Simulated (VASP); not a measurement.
TiO2, 6 atoms in the cell. The typed cell holds 6 atoms: a = 3.770 Å, b = 3.770 Å, c = 5.469 Å, α = 110.15°, β = 110.15°, γ = 90.00°. 

```yaml
Program: VASP 6.6.1
Task: single point
Functional: PBEsol
Potentials_or_basis: VASP PAW PBE potentials, release 64 (Ti_sv, O)
Cutoff: 520 eV
k_mesh: 8 × 8 × 6
Occupations: fermi-dirac, width 0.05 eV
Spin: no spin polarisation
Dipole_correction: no
Further_INCAR_settings: ALGO = Normal; EDIFF = 1e-06; NBANDS = 33
```

Potentials or basis: VASP PAW PBE potentials, release 64 (Ti_sv, O).

Run with:

```sh
$ cat potpaw_PBE.64/Ti_sv/POTCAR potpaw_PBE.64/O/POTCAR > POTCAR
$ mpirun -np 1 vasp_std > vasp.out
```

Hardware: 1 thread of Intel(R) Xeon(R) 6975P-C (Granite Rapids), on a shared host.

Q: How long does it take, and how much memory?

A: Run time: 110 s on 1 thread of Intel(R) Xeon(R) 6975P-C (Granite Rapids), with other jobs on the host, peak memory 0.31 GiB. Counts: scf iterations 16, k points 114.
